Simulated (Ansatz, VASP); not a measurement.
**Cr: VASP beside Ansatz**

The input INCAR:

```
  ALGO = Normal
  EDIFF = 1E-6
  ENCUT = 520
  GGA = PE
  ISIF = 2
  ISMEAR = -1
  ISPIN = 2
  LASPH = True
  LCHARG = False
  LMAXMIX = 4
  LORBIT = 11
  LREAL = False
  LWAVE = False
  MAGMOM = 1.5 -1.5
  NBANDS = 23
  NELM = 150
  PREC = Accurate
  SIGMA = 0.01
```

The input KPOINTS:

```
k-points
0
Gamma
  16 16 16
```

Contents of POSCAR:

```
Cr
1.0
    2.8660325501      0.0000000000      0.0000000000
    0.0000000000      2.8660325501      0.0000000000
    0.0000000000      0.0000000000      2.8660325501
Cr
2
Direct
    0.0000000000      0.0000000000      0.0000000000
    0.5000000000      0.5000000000      0.5000000000
```

Input for Ansatz:

```yaml
crystal:
  atoms:
  - position: [0.0, 0.0, 0.0]
    spin: 1.5
    symbol: Cr
  - position: [0.5, 0.5, 0.5]
    spin: -1.5
    symbol: Cr
  lattice:
  - [2.8660325500846895, 0.0, 0.0]
  - [0.0, 2.8660325500846895, 0.0]
  - [0.0, 0.0, 2.8660325500846895]
hamiltonian:
  dispersion: none
  pseudopotentials:
    dirac_shells:
      Cr: [2p]
    kind: all_electron
    lapw: {basis_error: 0.025 meV}
    relativity: scalar
  xc: pbe
kpoints:
  mp_grid:
    grid: [16, 16, 16]
    shift: [0, 0, 0]
magnetization: {spin_polarized: true}
output: {forces: true, stress: true}
scf:
  convergence: {dr2_threshold: 1e-10 eV}
  lower_state_search: 'off'
  max_iter: 200
  occupations: {method: fermi_dirac, width: 0.01}
```

Alike in both runs: task single point; functional PBE; k mesh 16 × 16 × 16; occupations fermi-dirac, width 0.01 eV; collinear spin.

|  | VASP | Ansatz |
| --- | --- | --- |
| version | VASP 6.6.1 | Ansatz 0.2 development build |
| potentials or method | VASP PAW PBE potentials, release 64 (Cr_pv), cutoff 520 eV | all-electron full-potential LAPW, scalar-relativistic |

|  | VASP | Ansatz | Ansatz less VASP |
| --- | --- | --- | --- |
| pressure (GPa) | -0.1 | 0.0 | +0.10 |
| net moment per atom (μB) | 0.00 | 0.00 | 0.000 |
| size of the moment on the site where the two differ most (μB) | 1.12 | 1.07 | -0.051 |

Site moments also hang on the region over which each program counts them. Ansatz ran all-electron here, and VASP with PAW potentials.
